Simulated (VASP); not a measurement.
# La3Zr (Pm-3m) in VASP: a series of runs

The runs below take La3Zr through single point, with r2SCAN.

Program: VASP 6.6.1. These are calculated values, not measurements. Logs are shortened: lines on timing, memory, paths and dates and some standing lists are left out, and cuts for length are marked.

## Step 1: The cell of the first run

The structure is cubic, space group Pm-3m (No. 221). The conventional cell has a = 5.073 Å, b = 5.073 Å, c = 5.073 Å, α = 90.00°, β = 90.00°, γ = 90.00°. Within 4.7 Å of La (site symmetry 4/mmm) lie 8 La at 3.59 Å and 4 Zr at 3.59 Å. Zr (site symmetry m-3m) has 12 La at 3.59 Å within 4.7 Å.

## Step 2: Single point, r2SCAN

Input file POSCAR:

```
La3Zr
1.0
    5.0726737400      0.0000000000      0.0000000000
    0.0000000000      5.0726737400      0.0000000000
    0.0000000000      0.0000000000      5.0726737400
La Zr
3 1
Direct
    0.0000000000      0.5000000000      0.5000000000
    0.5000000000      0.0000000000      0.5000000000
    0.5000000000      0.5000000000      0.0000000000
    0.0000000000      0.0000000000      0.0000000000
```

Input file INCAR.step1:

```
PREC     = Accurate       # precision mode
ENCUT    = 520            # plane-wave cutoff, eV
ISMEAR   = -1             # smearing method
SIGMA    = 0.1            # smearing width, eV
LREAL    = False          # projectors in reciprocal space
LASPH    = True           # aspherical terms in the spheres
NELM     = 80             # most SCF steps
NBANDS   = 30             # bands
GGA      = PE             # functional
ALGO     = Normal         # electronic algorithm
EDIFF    = 1E-4           # SCF threshold, eV
LWAVE    = True           # write WAVECAR
LCHARG   = False          # write CHGCAR
```

Input file INCAR.step2:

```
PREC     = Accurate       # precision mode
ENCUT    = 520            # plane-wave cutoff, eV
EDIFF    = 1E-6           # SCF threshold, eV
ISMEAR   = -1             # smearing method
SIGMA    = 0.1            # smearing width, eV
LREAL    = False          # projectors in reciprocal space
LASPH    = True           # aspherical terms in the spheres
NELM     = 80             # most SCF steps
ALGO     = Normal         # electronic algorithm
ISIF     = 2              # what is computed and relaxed
LWAVE    = False          # write WAVECAR
LCHARG   = False          # write CHGCAR
METAGGA  = R2SCAN         # meta-GGA
LMIXTAU  = True         
NBANDS   = 30             # bands
ISTART   = 1
```

Input file KPOINTS:

```
regular mesh
0
Gamma
  5 5 5
```

Potentials or basis: VASP PAW PBE potentials, release 64 (La, Zr_sv).

Run with:

```bash
> cat potpaw_PBE.64/La/POTCAR potpaw_PBE.64/Zr_sv/POTCAR > POTCAR
> cp INCAR.step1 INCAR
> mpirun -np 1 vasp_std > vasp.out
> cp INCAR.step2 INCAR
> mpirun -np 1 vasp_std > vasp.out
```

OUTCAR:

```text
PREC = Accurate
   ENCUT = 520
   EDIFF = 1E-6
   ISMEAR = -1
   LREAL = False
   LASPH = True
   NELM = 80
   ISIF = 2
   METAGGA = R2SCAN
   ISTART = 1

 ion  position               nearest neighbor table
   1  0.000  0.500  0.500-   2 3.59   3 3.59   4 3.59   3 3.59   4 3.59   2 3.59   4 3.59   4 3.59
                             2 3.59   3 3.59   3 3.59   2 3.59
   2  0.500  0.000  0.500-   1 3.59   3 3.59   4 3.59   3 3.59   4 3.59   1 3.59   3 3.59   3 3.59
                             1 3.59   4 3.59   4 3.59   1 3.59
   3  0.500  0.500  0.000-   1 3.59   2 3.59   4 3.59   1 3.59   2 3.59   2 3.59   4 3.59   2 3.59
                             1 3.59   4 3.59   1 3.59   4 3.59
   4  0.000  0.000  0.000-   1 3.59   2 3.59   3 3.59   1 3.59   2 3.59   1 3.59   3 3.59   1 3.59
                             2 3.59   3 3.59   2 3.59   3 3.59

  LATTYP: Found a simple cubic cell.
 ALAT       =     5.0726737400

  Lattice vectors:

 A1 = (   5.0726737400,   0.0000000000,   0.0000000000)
 A2 = (   0.0000000000,   5.0726737400,   0.0000000000)
 A3 = (   0.0000000000,   0.0000000000,   5.0726737400)

Analysis of symmetry for initial positions (statically):
=====================================================================
 Subroutine PRICEL returns:
 Original cell was already a primitive cell.

 Routine SETGRP: Setting up the symmetry group for a
 simple cubic supercell.

 Subroutine GETGRP returns: Found 48 space group operations
 (whereof 48 operations were pure point group operations)
 out of a pool of 48 trial point group operations.

The static configuration has the point symmetry O_h .

Analysis of symmetry for dynamics (positions and initial velocities):
=====================================================================
 Subroutine PRICEL returns:
 Original cell was already a primitive cell.

 Routine SETGRP: Setting up the symmetry group for a
 simple cubic supercell.

 Subroutine GETGRP returns: Found 48 space group operations
 (whereof 48 operations were pure point group operations)
 out of a pool of 48 trial point group operations.

The dynamic configuration has the point symmetry O_h .

 Subroutine INISYM returns: Found 48 space group operations
 (whereof 48 operations are pure point group operations),
 and found     1 'primitive' translations

----------------------------------------------------------------------------------------

                                     Primitive cell

  volume of cell :     130.5301

  direct lattice vectors                    reciprocal lattice vectors
     5.072673740  0.000000000  0.000000000     0.197134697  0.000000000  0.000000000
     0.000000000  5.072673740  0.000000000     0.000000000  0.197134697  0.000000000
     0.000000000  0.000000000  5.072673740     0.000000000  0.000000000  0.197134697

  length of vectors
     5.072673740  5.072673740  5.072673740     0.197134697  0.197134697  0.197134697

  position of ions in fractional coordinates (direct lattice)
     0.000000000  0.500000000  0.500000000
     0.500000000  0.000000000  0.500000000
     0.500000000  0.500000000  0.000000000
     0.000000000  0.000000000  0.000000000

  ion indices of the primitive-cell ions
   primitive index   ion index
                 1           1
                 2           2
                 3           3
                 4           4

----------------------------------------------------------------------------------------

 KPOINTS: regular mesh

Automatic generation of k-mesh.
 Grid dimensions read from file:
 generate k-points for:    5    5    5

 Generating k-lattice:

  Cartesian coordinates                     Fractional coordinates (reciprocal lattice)
     0.039426939  0.000000000  0.000000000     0.200000000  0.000000000  0.000000000
     0.000000000  0.039426939  0.000000000     0.000000000  0.200000000  0.000000000
     0.000000000  0.000000000  0.039426939     0.000000000  0.000000000  0.200000000

  Length of vectors
     0.039426939  0.039426939  0.039426939

  Shift w.r.t. Gamma in fractional coordinates (k-lattice)
     0.000000000  0.000000000  0.000000000

 Subroutine IBZKPT returns following result:
 ===========================================

 Found     10 irreducible k-points:

 Following reciprocal coordinates:
            Coordinates               Weight
  0.000000  0.000000  0.000000      1.000000
  0.200000  0.000000  0.000000      6.000000
  0.400000  0.000000  0.000000      6.000000
  0.200000  0.200000  0.000000     12.000000
  0.400000  0.200000  0.000000     24.000000
  0.400000  0.400000  0.000000     12.000000
  0.200000  0.200000  0.200000      8.000000
  0.400000  0.200000  0.200000     24.000000
  0.400000  0.400000  0.200000     24.000000
  0.400000  0.400000  0.400000      8.000000
   k-points           NKPTS =     10   k-points in BZ     NKDIM =     10   number of bands    NBANDS=     30
   number of dos      NEDOS =    301   number of ions     NIONS =      4
   total plane-waves  NPLWV =  64000
   dimension x,y,z NGX =    40 NGY =   40 NGZ =   40
   dimension x,y,z NGXF=    80 NGYF=   80 NGZF=   80
   ions per type =               3   1
   NGX,Y,Z   is equivalent  to a cutoff of  13.11, 13.11, 13.11 a.u.
   NGXF,Y,Z  is equivalent  to a cutoff of  26.22, 26.22, 26.22 a.u.
 SYSTEM =  unknown system
   PREC   = accura    normal or accurate (medium, high low for compatibility)
   ISTART =      1    job   : 0-new  1-cont  2-samecut
   ICHARG =      0    charge: 1-file 2-atom 10-const
   ISPIN  =      1    spin polarized calculation?
   LNONCOLLINEAR =      F non collinear calculations
   LSORBIT =      F    spin-orbit coupling
   LASPH  =      T    aspherical Exc in radial PAW
   ENCUT  =  520.0 eV  38.22 Ry    6.18 a.u.   9.43  9.43  9.43*2*pi/ulx,y,z
   NELM   =     80;   NELMIN=  2; NELMDL=  0     # of ELM steps
   EDIFF  = 0.1E-05   stopping-criterion for ELM
   LREAL  =      F    real-space projection
   EDIFFG = 0.1E-04   stopping-criterion for IOM
   NSW    =      0    number of steps for IOM
   IBRION =     -1    ionic relax: 0-MD 1-quasi-New 2-CG
   NFREE  =      0    steps in history (QN), initial steepest desc. (CG)
   ISIF   =      2    stress and relaxation
   ISYM   =      2    0-nonsym 1-usesym 2-fastsym
   POTIM  = 0.5000    time-step for ionic-motion
   TEBEG  =    0.0;   TEEND  =   0.0 temperature during run
   PSTRESS=    0.0 pullay stress
   NELECT =      45.0000    total number of electrons
   NUPDOWN=      -1.0000    fix difference up-down
   EMIN   =  10.00;   EMAX   =-10.00  energy-range for DOS
   EFERMI =   0.00;   METHOD = LEGACY
   ISMEAR =    -1;   SIGMA  =   0.10  broadening in eV -4-tet -1-fermi 0-gaus
   EFERMI_NEDOS =   21; number of points for ismear=-14 and -15
   IALGO  =     38    algorithm
   IMIX   =      4    mixing-type and parameters
     AMIX     =   0.40;   BMIX     =  1.00
     AMIX_MAG =   1.60;   BMIX_MAG =  1.00
  volume/ion in A,a.u.               =      32.63       220.22
  Fermi-wavevector in a.u.,A,eV,Ry     =   1.147912  2.169240 17.928435  1.317703
  Thomas-Fermi vector in A             =   2.284590
   LORBIT       =      0    0 simple, 1 ext, 2 COOP (PROOUT), +10 PAW based schemes
   METAGGA = R2SCAN    functional components
   LHFCALC =     F    Hartree Fock is set to
   AEXX    =    0.0000 exact exchange contribution
   IVDW    =     0    specifies the selected vdW correction
   LEPSILON=     F    determine dielectric tensor
   LRPA    =     F    only Hartree local field effects (RPA)
 non-spin polarized calculation
  energy-cutoff  :      520.00
  volume of cell :      130.53
 maximum number of plane-waves:      3541
 NGX is ok and might be reduce to    40
   NGX = 19   NGY = 19   NGZ = 19

 number of electron      44.9999996 magnetization

 Free energy of the ion-electron system (eV)
  ---------------------------------------------------
  ext. energy  EPLUGINS =         0.00000000
  ---------------------------------------------------
  free energy    TOTEN  =      -111.41068258 eV

  energy without entropy =     -111.23396028  energy(sigma->0) =     -111.32232143

 E-fermi :   8.3812     XC(G=0): -10.7030

 val. band max:        8.3583180448   @ k =   0.4000   0.4000   0.0000
 cond. band min:       8.4567940689   @ k =   0.4000   0.2000   0.0000
 fundamental gap:      0.0984760240
 Fermi energy:         8.3811598603

 k-point     1 :       0.0000    0.0000    0.0000
  band No.  band energies     occupation
      1     -42.4793      2.00000
      2     -25.4275      2.00000
      3     -25.0836      2.00000
      4     -25.0836      2.00000
      5     -19.8047      2.00000
      6     -19.8047      2.00000
[... 22 lines left out ...]
     29      10.5359      0.00000
     30      10.5359      0.00000

 k-point     2 :       0.2000    0.0000    0.0000
  band No.  band energies     occupation
      1     -42.4792      2.00000
      2     -25.4000      2.00000
      3     -25.1134      2.00000
      4     -25.0831      2.00000
      5     -19.8043      2.00000
      6     -19.8043      2.00000
[... 22 lines left out ...]
     29      10.3156      0.00000
     30      10.6083      0.00000

 k-point     3 :       0.4000    0.0000    0.0000
  band No.  band energies     occupation
      1     -42.4792      2.00000
      2     -25.3356      2.00000
      3     -25.1815      2.00000
      4     -25.0822      2.00000
      5     -19.8035      2.00000
      6     -19.8035      2.00000
[... 22 lines left out ...]
     29      10.3931      0.00000
     30      10.4186      0.00000

 k-point     4 :       0.2000    0.2000    0.0000
  band No.  band energies     occupation
      1     -42.4792      2.00000
      2     -25.3742      2.00000
      3     -25.1242      2.00000
      4     -25.0990      2.00000
      5     -19.8045      2.00000
      6     -19.8038      2.00000
[... 22 lines left out ...]
     29      10.2172      0.00000
     30      10.5855      0.00000

 k-point     5 :       0.4000    0.2000    0.0000
  band No.  band energies     occupation
      1     -42.4792      2.00000
      2     -25.3128      2.00000
      3     -25.1817      2.00000
      4     -25.1041      2.00000
      5     -19.8040      2.00000
      6     -19.8031      2.00000
[... 22 lines left out ...]
     29      10.1441      0.00000
     30      10.3330      0.00000

 k-point     6 :       0.4000    0.4000    0.0000
  band No.  band energies     occupation
      1     -42.4791      2.00000
      2     -25.2563      2.00000
      3     -25.1884      2.00000
      4     -25.1530      2.00000
      5     -19.8044      2.00000
      6     -19.8035      2.00000
[... 22 lines left out ...]
     29       9.9135      0.00000
     30      10.3264      0.00000

 k-point     7 :       0.2000    0.2000    0.2000
  band No.  band energies     occupation
      1     -42.4792      2.00000
      2     -25.3505      2.00000
      3     -25.1234      2.00000
      4     -25.1234      2.00000
      5     -19.8048      2.00000
      6     -19.8048      2.00000
[... 22 lines left out ...]
     29      10.0337      0.00000
     30      10.5879      0.00000

 k-point     8 :       0.4000    0.2000    0.2000
  band No.  band energies     occupation
      1     -42.4791      2.00000
      2     -25.2936      2.00000
      3     -25.1815      2.00000
      4     -25.1221      2.00000
      5     -19.8053      2.00000
      6     -19.8041      2.00000
[... 22 lines left out ...]
     29      10.1088      0.00000
     30      10.1757      0.00000

 k-point     9 :       0.4000    0.4000    0.2000
  band No.  band energies     occupation
      1     -42.4791      2.00000
      2     -25.2457      2.00000
      3     -25.1873      2.00000
      4     -25.1618      2.00000
      5     -19.8059      2.00000
      6     -19.8059      2.00000
[... 22 lines left out ...]
     29       9.9783      0.00000
     30      10.0643      0.00000

 k-point    10 :       0.4000    0.4000    0.4000
  band No.  band energies     occupation
      1     -42.4790      2.00000
      2     -25.2192      2.00000
      3     -25.1855      2.00000
      4     -25.1855      2.00000
      5     -19.8083      2.00000
      6     -19.8083      2.00000
[... 22 lines left out ...]
     29      10.1139      0.00000
     30      10.1218      0.00000

------------------------ aborting loop because EDIFF is reached ----------------------------------------

  FORCE on cell =-STRESS in cart. coord.  units (eV):
  Direction    XX          YY          ZZ          XY          YZ          ZX
  --------------------------------------------------------------------------------------
  -------------------------------------------------------------------------------------
  Total       -0.0696596     -0.0696596     -0.0696596     -0.0000000     -0.0000000     -0.0000000
  in kB       -0.8550285     -0.8550285     -0.8550285     -0.0000000     -0.0000000     -0.0000000
  external PRESSURE =      -0.8550285 kB  Pullay stress =       0.0000000 kB

 VOLUME and BASIS-vectors are now :
 -----------------------------------------------------------------------------
  energy-cutoff  :      520.00
  volume of cell :      130.53
      direct lattice vectors                 reciprocal lattice vectors
     5.072673740  0.000000000  0.000000000     0.197134697  0.000000000  0.000000000
     0.000000000  5.072673740  0.000000000     0.000000000  0.197134697  0.000000000
     0.000000000  0.000000000  5.072673740     0.000000000  0.000000000  0.197134697

 POSITION                                       TOTAL-FORCE (eV/Angst)
 -----------------------------------------------------------------------------------
      0.00000      2.53634      2.53634         0.000000      0.000000      0.000000
      2.53634      0.00000      2.53634         0.000000      0.000000      0.000000
      2.53634      2.53634      0.00000         0.000000      0.000000      0.000000
      0.00000      0.00000      0.00000         0.000000      0.000000      0.000000
 -----------------------------------------------------------------------------------
    total drift:                                0.000000     -0.000000     -0.000000

  FREE ENERGIE OF THE ION-ELECTRON SYSTEM (eV)
  ---------------------------------------------------
  free  energy   TOTEN  =      -111.4106825751 eV

  energy  without entropy=     -111.2339602760  energy(sigma->0) =     -111.32232143
```

Wall time 88 s (1 thread of Intel Xeon 6975P-C (Granite Rapids), shared host); peak memory 0.27 GiB.

Results:

- Free energy: -111.4107 eV
- Pressure: -0.1 GPa

Caveat: the PAW data sets were made with another functional, which shifts forces and pressure a little; spin-orbit coupling is left out, which moves the levels of the heavy elements.

## Step 3: Single point, r2SCAN

POSCAR is that of step 2.

Input file INCAR.step1:

```
SYSTEM = La3Zr
PREC = Accurate
ENCUT = 520
ISMEAR = -1
SIGMA = 0.1
LREAL = .False.
LASPH = .True.
NELM = 60
NBANDS = 30
GGA = PE
ALGO = Normal
EDIFF = 1E-4
LWAVE = .True.
LCHARG = .False.
```

Input file INCAR.step2:

```
SYSTEM = La3Zr
PREC = Accurate
ENCUT = 520
EDIFF = 1E-7
ISMEAR = -1
SIGMA = 0.1
LREAL = .False.
LASPH = .True.
NELM = 60
ALGO = Normal
ISIF = 2
LWAVE = .False.
LCHARG = .True.
METAGGA = R2SCAN
LMIXTAU = .True.
LELF = .True.
LVHAR = .True.
NBANDS = 30
ISTART = 1
```

Input file KPOINTS:

```
regular mesh
0
Gamma
  5 5 5
  0 0 0
```

Potentials or basis: VASP PAW PBE potentials, release 64 (La, Zr_sv).

Run with:

```bash
> cat potpaw_PBE.64/La/POTCAR potpaw_PBE.64/Zr_sv/POTCAR > POTCAR
> cp INCAR.step1 INCAR
> mpirun -np 1 vasp_std > vasp.out
> cp INCAR.step2 INCAR
> mpirun -np 1 vasp_std > vasp.out
```

It took 1.8 min on 1 thread of Intel Xeon 6975P-C (Granite Rapids), shared host; peak memory 0.28 GiB.

The run converged. Its results:

```
Free energy : -111.4107 eV
Pressure    : -0.1 GPa
```

Levels at points of the mesh, in eV from the Fermi level:
| k point | band 19 | band 20 | band 21 | band 22 | band 23 | band 24 | band 25 | band 26 | band 27 | band 28 |
| --- | --- | --- | --- | --- | --- | --- | --- | --- | --- | --- |
| (0.00, 0.00, 0.00) | -2.12 | -2.12 | -1.66 | -1.66 | -1.66 | 1.47 | 1.47 | 1.47 | 1.92 | 2.15 |

Caveat: the PAW data sets were made with another functional, which shifts forces and pressure a little; spin-orbit coupling is left out, which moves the levels of the heavy elements.
